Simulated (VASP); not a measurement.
Input of a VASP 6.6.1 run:

File INCAR:

```
PREC = Accurate
ENCUT = 520
EDIFF = 1E-7
ISMEAR = 0
SIGMA = 0.01
LREAL = False
LASPH = True
NELM = 100
ALGO = Normal
ISIF = 2
LWAVE = False
LCHARG = False
NBANDS = 33
```

File KPOINTS:

```
regular mesh
0
Gamma
  6 6 8
```

POSCAR

```
TiO2
1.0
    4.5481613724      0.0000000000      0.0000000000
    0.0000000000      4.5481613724      0.0000000000
    0.0000000000      0.0000000000      2.9171283911
Ti O
2 4
Direct
    0.0000000000      0.0000000000      0.0000000000
    0.5000000000      0.5000000000      0.5000000000
    0.3039661197      0.3039661197      0.0000000000
    0.1960338803      0.8039661197      0.5000000000
    0.6960338803      0.6960338803      0.0000000000
    0.8039661197      0.1960338803      0.5000000000
```

Potentials or basis: VASP PAW LDA potentials, release 64 (Ti_sv, O).

Command:

```sh
$ cat potpaw_LDA.64/Ti_sv/POTCAR potpaw_LDA.64/O/POTCAR > POTCAR
$ mpirun -np 1 vasp_std > vasp.out
```

**Question.** What does it give for the pressure?

**Answer.** 1.3 GPa.

**Question.** Predict the largest force.

**Answer.** 0.038 eV/Å.

**Question.** Predict the band gap on the k mesh.

**Answer.** 1.83 eV.

Stress tensor (GPa, compression positive):
```
1.13 0.00 0.00
0.00 1.13 0.00
0.00 0.00 1.60
```

A k mesh can miss the band edges. LDA gaps usually lie below the measured ones, often by a third to a half.
